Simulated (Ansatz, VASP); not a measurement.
**C in VASP and in Ansatz**

```xyz
2
Lattice="0.0000 2.1167 3.3597 1.2044 0.0000 3.3597 1.2044 2.1167 0.0000" Properties=species:S:1:pos:R:3 pbc="T T T"
C     1.2044    0.7057    3.3597
C     1.2044    3.5276    3.3597
```

Change from the starting cell: strain -0.0150 x Voigt [1, 0, 0, 0, 0, 0], atoms carried along.

Alike in both runs: task single point; functional LDA; k mesh 16 × 16 × 16; occupations gaussian, width 0.03 eV; no spin polarisation.

|  | VASP | Ansatz |
| --- | --- | --- |
| version | VASP 6.6.1 | Ansatz 0.2.0 |
| potentials or method | VASP PAW LDA potentials, release 64 (C), cutoff 520 eV | scalar-relativistic, plane waves, PAW |
| valence electrons in the cell | 8 | 8 |

|  | VASP | Ansatz | Ansatz less VASP |
| --- | --- | --- | --- |
| gap on the k mesh at the Fermi level (eV) | 0.11 | 0.11 | +0.003 |
| least direct gap on the mesh (eV) | 0.11 | 0.11 | +0.003 |
| pressure (GPa) | 7.6 | 6.8 | -0.82 |
| traceless stress, the component that is largest in VASP (GPa) | 11.32 | 10.84 | -0.475 |
| rms of the force components (eV/Å) | 0.146 | 0.146 | -0.0006 |

LDA's correlation is that of Perdew and Zunger in VASP and of Perdew and Wang (1992) in Ansatz. Atom by atom the forces differ by 0.001 eV/Å (rms over components).
